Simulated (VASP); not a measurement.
Here is a VASP 6.6.1 calculation.

The input INCAR:

```
SYSTEM = Mo
PREC = Accurate
ENCUT = 520
EDIFF = 1E-6
ISMEAR = -1
SIGMA = 0.1
LREAL = .FALSE.
LASPH = .TRUE.
NELM = 80
ALGO = Normal
ISIF = 2
LWAVE = .FALSE.
LCHARG = .TRUE.
GGA = PE
LELF = .TRUE.
LVHAR = .TRUE.
NBANDS = 13
```

The input KPOINTS:

```
regular mesh
0
G
  13 13 13
  0 0 0
```

The input POSCAR:

```
Mo
1.0
   -1.5467417963      1.5467417963      1.5467417963
    1.5467417963     -1.5467417963      1.5467417963
    1.5467417963      1.5467417963     -1.5467417963
Mo
1
Direct
    0.0000000000      0.0000000000      0.0000000000
```

Potentials or basis: VASP PAW PBE potentials, release 64 (Mo_sv).

Launch:

```bash
$ cat potpaw_PBE.64/Mo_sv/POTCAR > POTCAR
$ mpirun -np 1 vasp_std > vasp.out
```

Task: Predict the pressure.

Result: 19.6 GPa.

Task: Estimate the band gap on the k mesh.

Result: Zero (band 7 reaches 17.38 eV, above the bottom of band 8 at 12.02 eV).
